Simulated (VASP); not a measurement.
# C (P6_3/mmc) in VASP: dielectric tensor with PBE

Aim: the dielectric tensor of C with PBE.

All numbers are computed with VASP 6.6.1; they aren't measurements. Logs are shortened: lines on timing, memory, paths and dates and some standing lists are left out, and cuts for length are marked.

**1. The cell of the first run**

It takes space group P6_3/mmc (No. 194, hexagonal). The conventional cell has a = 2.510 Å, b = 2.510 Å, c = 8.280 Å, α = 90.00°, β = 90.00°, γ = 120.00°. Within 2.1 Å of C (site symmetry 3m) lie 4 C at 1.54 Å. C (site symmetry 3m) has 4 C at 1.54 to 1.57 Å within 2.1 Å.

**2. Dielectric tensor, PBE**

File INCAR:

```
SYSTEM = C
PREC = Accurate ; ENCUT = 520
EDIFF = 1E-8 ; ISMEAR = 0
SIGMA = 0.01 ; LREAL = .False.
LASPH = .True. ; NELM = 60
ALGO = Normal ; ISIF = 2
LWAVE = .False. ; LCHARG = .False.
GGA = PE ; LEPSILON = .True.
```

File KPOINTS:

```
regular mesh
0
Gamma
  9 9 4
  0 0 0
```

File POSCAR:

```
C
1.0
    2.5098430528      0.0000000000      0.0000000000
   -1.2549215264      2.1735878433      0.0000000000
    0.0000000000      0.0000000000      8.2802486716
C
8
Direct
    0.0000000000      0.0000000000      0.0008143108
    0.3333333333      0.6666666667      0.2492477432
    0.0000000000      0.0000000000      0.5008143108
    0.6666666667      0.3333333333      0.7492477432
    0.0000000000      0.0000000000      0.1866856892
    0.3333333333      0.6666666667      0.4382522568
    0.0000000000      0.0000000000      0.6866856892
    0.6666666667      0.3333333333      0.9382522568
```

Potentials or basis: VASP PAW PBE potentials, release 64 (C).

The run is started by

```sh
> cat potpaw_PBE.64/C/POTCAR > POTCAR
> mpirun -np 1 vasp_std > vasp.out
```

OUTCAR:

```text
SYSTEM = C
   PREC = Accurate
   ENCUT = 520
   EDIFF = 1E-8
   ISMEAR = 0
   LREAL = .False.
   LASPH = .True.
   NELM = 60
   ISIF = 2
   GGA = PE
   LEPSILON = .True.

 ion  position               nearest neighbor table
   1  0.000  0.000  0.001-   8 1.54   8 1.54   8 1.54   5 1.54
   2  0.333  0.667  0.249-   5 1.54   5 1.54   5 1.54   6 1.57
   3  0.000  0.000  0.501-   6 1.54   6 1.54   6 1.54   7 1.54
   4  0.667  0.333  0.749-   7 1.54   7 1.54   7 1.54   8 1.57
   5  0.000  0.000  0.187-   2 1.54   2 1.54   2 1.54   1 1.54
   6  0.333  0.667  0.438-   3 1.54   3 1.54   3 1.54   2 1.57
   7  0.000  0.000  0.687-   4 1.54   4 1.54   4 1.54   3 1.54
   8  0.667  0.333  0.938-   1 1.54   1 1.54   1 1.54   4 1.57

  LATTYP: Found a hexagonal cell.
 ALAT       =     2.5098430528
 C/A-ratio  =     3.2991101425

  Lattice vectors:

 A1 = (   2.5098430528,   0.0000000000,   0.0000000000)
 A2 = (  -1.2549215264,   2.1735878433,   0.0000000000)
 A3 = (   0.0000000000,   0.0000000000,   8.2802486716)

Analysis of symmetry for initial positions (statically):
=====================================================================
 Subroutine PRICEL returns:
 Original cell was already a primitive cell.

 Routine SETGRP: Setting up the symmetry group for a
 hexagonal supercell.

 Subroutine GETGRP returns: Found 24 space group operations
 (whereof  6 operations were pure point group operations)
 out of a pool of 24 trial point group operations.

The static configuration has the point symmetry C_3v.
 The point group associated with its full space group is D_6h.

Analysis of symmetry for dynamics (positions and initial velocities):
=====================================================================
 Subroutine PRICEL returns:
 Original cell was already a primitive cell.

 Routine SETGRP: Setting up the symmetry group for a
 hexagonal supercell.

 Subroutine GETGRP returns: Found 24 space group operations
 (whereof  6 operations were pure point group operations)
 out of a pool of 24 trial point group operations.

The dynamic configuration has the point symmetry C_3v.
 The point group associated with its full space group is D_6h.

 Subroutine INISYM returns: Found 24 space group operations
 (whereof  6 operations are pure point group operations),
 and found     1 'primitive' translations

----------------------------------------------------------------------------------------

[... 765 lines left out ...]

  energy  without entropy=      -72.6612679836  energy(sigma->0) =      -72.66126798

 HEAD OF MICROSCOPIC STATIC DIELECTRIC TENSOR (INDEPENDENT PARTICLE, excluding Hartree and local field effects)
 ------------------------------------------------------
           5.884317     0.000000     0.000000
           0.000000     5.884317     0.000000
           0.000000    -0.000000     6.079719
 ------------------------------------------------------

 Free energy of the ion-electron system (eV)
  ---------------------------------------------------
  ---------------------------------------------------
  free energy    TOTEN  =        -0.63943322 eV

  energy without entropy =       -0.63943322

------------------------ aborting loop because EDIFF is reached ----------------------------------------

--------------------------------------- Ionic step        2  -------------------------------------------

------------------------ aborting loop because EDIFF is reached ----------------------------------------

--------------------------------------- Ionic step        3  -------------------------------------------

 Free energy of the ion-electron system (eV)
  ---------------------------------------------------
  ---------------------------------------------------
  free energy    TOTEN  =        -0.66698744 eV

  energy without entropy =       -0.66698744

------------------------ aborting loop because EDIFF is reached ----------------------------------------

 PIEZOELECTRIC TENSOR FIELD DIRECTION 3  (e Angst)
 -----------------------------------------------------------------------------
    -0.00070 -0.00000  0.00000           ( -0.00000 -0.00000  0.00000)
     0.00000 -0.00070  0.00000           (  0.00000 -0.00000 -0.00000)
    -0.00000  0.00000  0.00113           (  0.00000 -0.00000  0.00000)

 PIEZOELECTRIC TENSOR FIELD DIRECTION 3  (C/m^2)
 -----------------------------------------------------------------------------
    -0.00025 -0.00000  0.00000
     0.00000 -0.00025  0.00000
    -0.00000  0.00000  0.00040

 MACROSCOPIC STATIC DIELECTRIC TENSOR (including local field effects in DFT)
 ------------------------------------------------------
           5.768942     0.000000     0.000000
          -0.000000     5.768942     0.000000
           0.000000     0.000000     5.972990
 ------------------------------------------------------

 PIEZOELECTRIC TENSOR (including local field effects)  for field in x, y, z        (e  Angst)
          XX          YY          ZZ          XY          YZ          ZX
  --------------------------------------------------------------------------------
  x    -0.00000     0.00000    -0.00000     0.00000     0.00000     0.00000
  y    -0.00000    -0.00000     0.00000     0.00000     0.00000     0.00000
  z    -0.00000    -0.00000     0.00000     0.00000     0.00000     0.00000

 PIEZOELECTRIC TENSOR (including local field effects)  for field in x, y, z        (C/m^2)
          XX          YY          ZZ          XY          YZ          ZX
  --------------------------------------------------------------------------------
  x    -0.00000     0.00000    -0.00000     0.00000     0.00000     0.00000
  y    -0.00000    -0.00000     0.00000     0.00000     0.00000     0.00000
  z    -0.00000    -0.00000     0.00000     0.00000     0.00000     0.00000

 BORN EFFECTIVE CHARGES (including local field effects) (in |e|, cummulative output)
 ---------------------------------------------------------------------------------
 ion    1
    1     0.01697     0.00000     0.00000
    2     0.00000     0.01697    -0.00000
    3     0.00000    -0.00000    -0.00097
 ion    2
    1    -0.01697     0.00000     0.00000
    2     0.00000    -0.01697    -0.00000
    3     0.00000     0.00000     0.00097
 ion    3
    1     0.01697    -0.00000    -0.00000
    2     0.00000     0.01697     0.00000
    3     0.00000    -0.00000    -0.00097
 ion    4
    1    -0.01697    -0.00000    -0.00000
    2     0.00000    -0.01697     0.00000
    3     0.00000    -0.00000     0.00097
 ion    5
    1     0.01697    -0.00000     0.00000
    2     0.00000     0.01697    -0.00000
    3     0.00000    -0.00000    -0.00097
 ion    6
    1    -0.01697     0.00000    -0.00000
    2     0.00000    -0.01697     0.00000
    3    -0.00000    -0.00000     0.00097
 ion    7
    1     0.01697     0.00000    -0.00000
    2     0.00000     0.01697     0.00000
    3    -0.00000     0.00000    -0.00097
 ion    8
    1    -0.01697    -0.00000     0.00000
    2     0.00000    -0.01697    -0.00000
    3    -0.00000     0.00000     0.00097
```

OSZICAR:

```text
N       E                     dE             d eps       ncg     rms          rms(c)
DAV:   1     0.964713483610E+02    0.96471E+02   -0.17666E+04  1512   0.150E+03
DAV:   2    -0.699025881699E+02   -0.16637E+03   -0.15614E+03  2152   0.262E+02
DAV:   3    -0.751841479569E+02   -0.52816E+01   -0.52470E+01  1883   0.474E+01
[... 12 lines left out ...]
RMM:   6    -0.666898398989E+00   -0.63471E-04   -0.39546E-06  2709   0.119E-02    0.307E-03
RMM:   7    -0.666949511291E+00   -0.51112E-04   -0.50987E-07  2726   0.409E-03    0.937E-04
RMM:   8    -0.666983702744E+00   -0.34191E-04   -0.33599E-07  2750   0.195E-03    0.175E-04
RMM:   9    -0.666987484410E+00   -0.37817E-05   -0.18519E-07  2712   0.657E-04    0.385E-05
RMM:  10    -0.666987250161E+00    0.23425E-06   -0.16467E-07  2248   0.412E-04    0.211E-05
RMM:  11    -0.666987443422E+00   -0.19326E-06   -0.17452E-07  1729   0.379E-04    0.316E-06
```

It took 9.4 min on 1 thread of Oxide Virtual Turin-like, shared host; peak memory 0.24 GiB.

What came out:

- Band gap on the k mesh: 4.58 eV (least direct gap 5.32 eV)
- Electronic dielectric tensor (diagonal): 5.77, 5.77, 5.97
- Born charges (mean of the diagonal): C +0.01, -0.01 (each value once) e

Electronic dielectric tensor:
```
5.77 0.00 0.00
0.00 5.77 0.00
0.00 0.00 5.97
```

Born effective charge tensors (e):
atom 1, C
```
0.02 0.00 0.00
0.00 0.02 0.00
0.00 0.00 0.00
```
atom 2, C
```
-0.02  0.00  0.00
 0.00 -0.02  0.00
 0.00  0.00  0.00
```
atom 3, C
```
0.02 0.00 0.00
0.00 0.02 0.00
0.00 0.00 0.00
```
atom 4, C
```
-0.02  0.00  0.00
 0.00 -0.02  0.00
 0.00  0.00  0.00
```
atom 5, C
```
0.02 0.00 0.00
0.00 0.02 0.00
0.00 0.00 0.00
```
atom 6, C
```
-0.02  0.00  0.00
 0.00 -0.02  0.00
 0.00  0.00  0.00
```
atom 7, C
```
0.02 0.00 0.00
0.00 0.02 0.00
0.00 0.00 0.00
```
atom 8, C
```
-0.02  0.00  0.00
 0.00 -0.02  0.00
 0.00  0.00  0.00
```

A k mesh can miss the band edges.
